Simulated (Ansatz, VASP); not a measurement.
## Ta in VASP and in Ansatz

Contents of INCAR:

```
SYSTEM = Ta
  ALGO = Normal
  DIPOL = 0.5 0.5 0.500
  EDIFF = 1E-6
  ENCUT = 520
  GGA = PE
  IDIPOL = 3
  ISIF = 2
  ISMEAR = 0
  LASPH = .TRUE.
  LCHARG = .FALSE.
  LDIPOL = .TRUE.
  LREAL = .FALSE.
  LWAVE = .FALSE.
  NBANDS = 18
  NELM = 80
  PREC = Accurate
  SIGMA = 0.1
```

KPOINTS

```
k-points
0
G
  6 6 1
  0 0 0
```

The input POSCAR:

```
Ta
1.0
    3.4892800000      0.0000000000      0.0000000000
    0.0000000000      3.4892800000      0.0000000000
    0.0000000000      0.0000000000     15.0000000000
Ta
2
Direct
    0.0000000000      0.5000000000      0.5187942100
    0.5000000000      0.0000000000      0.4812057900
```

Input for Ansatz:

```yaml
crystal:
  lattice:
    - [3.48928, 0.0, 0.0]
    - [0.0, 3.48928, 0.0]
    - [0.0, 0.0, 15.0]
  atoms:
    - { symbol: Ta, position: [0.0, 0.5, 0.51879421] }
    - { symbol: Ta, position: [0.5, 0.0, 0.48120579] }
  periodic: [true, true, false]
basis:
  ecutwfc: 420
kpoints:
  mp_grid: { grid: [6, 6, 1] }
hamiltonian:
  xc: pbe
scf:
  occupations: { method: gaussian, width: 0.1 }
  lower_state_search: "off"
output:
  forces: true
  stress: true
  eigenvalues: true
```

Alike in both runs: task single point; functional PBE; k mesh 6 × 6 × 1; occupations gaussian, width 0.1 eV; no spin polarisation.

```csv
,VASP,Ansatz
version,VASP 6.6.1,Ansatz 0.2.0
potentials or method,"VASP PAW PBE potentials, release 64 (Ta_pv), cutoff 520 eV","scalar-relativistic, plane waves, PAW"
valence electrons in the cell,22,26
```

Ansatz gave:

* gap on the k mesh at the Fermi level (eV): none
* rms of the force components (eV/Å): 1.685

**Question.** What did VASP give for the same quantities?

**Answer.** gap on the k mesh at the Fermi level (eV): none; rms of the force components (eV/Å): 1.703.

Atom by atom the forces differ by 0.018 eV/Å (rms over components). A gap of «none» marks a metal or a gap that the smearing closes. The functional is the same, so the differences come from potentials, cutoffs and numerics. VASP's potentials hold 22 valence electrons a cell and Ansatz's 26, so a difference there can come from the potentials and not from the codes. Ansatz's warnings: slab cell height set.

Neither program's run includes spin-orbit coupling.
